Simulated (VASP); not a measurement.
**LiF: single point with PBE**

The system is LiF.

```xyz
4
Lattice="3.0775 0.0000 0.0000 -1.5387 2.6652 0.0000 0.0000 0.0000 5.0575" Properties=species:S:1:pos:R:3 pbc="T T T"
Li    0.0000    1.7768    1.9273
Li    1.5387    0.8884    4.4560
F     0.0000    1.7768    5.0268
F     1.5387    0.8884    2.4980
```

This cell differs from its parent crystal: c/a of the conventional cell at fixed volume 1.6434.

* Program: VASP 6.6.1
* Task: single point
* Functional: PBE
* Potentials or basis: VASP PAW PBE potentials, release 64 (Li_sv, F)
* Cutoff: 520 eV
* k mesh: 9 × 9 × 6
* Occupations: gaussian, width 0.05 eV
* Spin: no spin polarisation
* Dipole correction: no
* Further INCAR settings: ALGO = Normal; EDIFF = 1e-06; NBANDS = 18

```
Largest force          : 0.130 eV/Å
Band gap on the k mesh : 7.63 eV, direct
```

Forces in eV/Å, atoms in the order of the input:
```
Li   0.000  0.000 -0.130
Li   0.000  0.000 -0.130
F    0.000  0.000  0.130
F    0.000  0.000  0.130
```

Levels at points of the mesh, in eV from the valence-band top:
```tsv
k point	band 7	band 8	band 9	band 10	band 11	band 12	band 13	band 14
(0.00, 0.00, 0.00)	-0.32	-0.07	-0.07	0.00	7.63	11.61	14.68	18.68
(0.00, 0.00, 0.50)	-0.19	-0.19	-0.19	-0.19	9.23	9.23	16.93	16.93
```

It took 17 s on 1 thread of Intel(R) Xeon(R) Platinum 8488C (Sapphire Rapids), with other jobs on the host, peak memory 0.16 GiB.

 A k mesh can miss the band edges.
